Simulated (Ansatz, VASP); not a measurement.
Two plane-wave programs on MgIn2N2

```xyz
5
Lattice="1.6850 0.9728 7.8450 -1.6850 0.9728 7.8450 0.0000 -1.9457 7.8450" Properties=species:S:1:pos:R:3 pbc="T T T"
Mg    0.0000    0.0000    0.0000
In    0.0000    0.0000   10.3351
In    0.0000    0.0000   13.1999
N     0.0000    0.0000    6.5213
N     0.0000    0.0000   17.0138
```

Alike in both runs: task single point; functional PBE; k mesh 8 × 8 × 8; no spin polarisation.

|  | VASP | Ansatz |
| --- | --- | --- |
| version | VASP 6.6.1 | Ansatz 0.2.0 |
| potentials or method | VASP PAW PBE potentials, release 64 (Mg, In_d, N) | plane waves, PAW |
| plane-wave cutoff (eV) | 520 | 420 |
| occupations | gaussian, width 0.01 eV | fixed |
| valence electrons in the cell | 38 | 46 |

```tsv
	VASP	Ansatz	Ansatz less VASP
gap on the k mesh at the Fermi level (eV)	none	none	-
pressure (GPa)	-3.1	-3.1	+0.05
rms of the force components (eV/Å)	0.070	0.077	+0.0075
```

Atom by atom the forces differ by 0.012 eV/Å (rms over components). A gap of «none» marks a metal or a gap that the smearing closes. VASP's potentials hold 38 valence electrons a cell and Ansatz's 46, so a difference there can come from the potentials and not from the codes.
